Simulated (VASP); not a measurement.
A run of VASP 6.6.1:

Contents of INCAR:

```
SYSTEM = Zn7CdSe8
PREC     = Accurate       ! precision mode
ENCUT    = 520            ! plane-wave cutoff, eV
EDIFF    = 1E-6           ! SCF threshold, eV
ISMEAR   = 0              ! smearing method
SIGMA    = 0.02           ! smearing width, eV
LREAL    = Auto         
LASPH    = .True.         ! aspherical terms in the spheres
NELM     = 100            ! most SCF steps
ALGO     = Normal         ! electronic algorithm
ISIF     = 2              ! what is computed and relaxed
LWAVE    = .False.        ! write WAVECAR
LCHARG   = .True.         ! write CHGCAR
GGA      = PS             ! functional
LELF     = .True.         ! ELF
LVHAR    = .True.       
NBANDS   = 86             ! bands
```

File KPOINTS:

```
Automatic mesh
0
Gamma
  4 4 4
  0 0 0
```

POSCAR

```
Zn7CdSe8
1.0
   -5.6904027192      0.0000000000      5.6904027192
   -5.6904027192     -5.6904027192      0.0000000000
    0.0000000000     -5.6904027192      5.6904027192
Cd Zn Se
1 7 8
Direct
    0.0000000000      0.5000000000      0.0000000000
   -0.0009466377      0.0009466377     -0.0009466377
   -0.0009466377      0.4990533623      0.5009466377
   -0.0009466377      0.0009466377      0.5009466377
    0.5009466377      0.4990533623     -0.0009466377
    0.5009466377      0.0009466377     -0.0009466377
    0.5009466377      0.4990533623      0.5009466377
    0.5000000000      0.0000000000      0.5000000000
    0.1307554515      0.1077336455      0.1307554515
    0.1307554515      0.6307554515      0.1307554515
    0.1248952772      0.1250349076      0.6250349076
    0.1307554515      0.6307554515      0.6077336455
    0.6250349076      0.1250349076      0.1248952772
    0.6077336455      0.6307554515      0.1307554515
    0.6250349076      0.1250349076      0.6250349076
    0.6250349076      0.6248952772      0.6250349076
```

Potentials or basis: VASP PAW PBE potentials, release 64 (Cd, Zn, Se).

The run is started by

```sh
$ cat potpaw_PBE.64/Cd/POTCAR potpaw_PBE.64/Zn/POTCAR potpaw_PBE.64/Se/POTCAR > POTCAR
$ mpirun -np 1 vasp_std > vasp.out
```

Hardware: 1 thread of Intel(R) Xeon(R) Platinum 8259CL CPU @ 2.50GHz (Skylake/Cascade Lake) (shared host).

Problem. How long does it take, and how much memory?

Solution. It took 6.8 min on 1 thread of Intel(R) Xeon(R) Platinum 8259CL CPU @ 2.50GHz (Skylake/Cascade Lake), on a shared host, peak memory 0.56 GiB. Counts: scf iterations 15, k points 8.
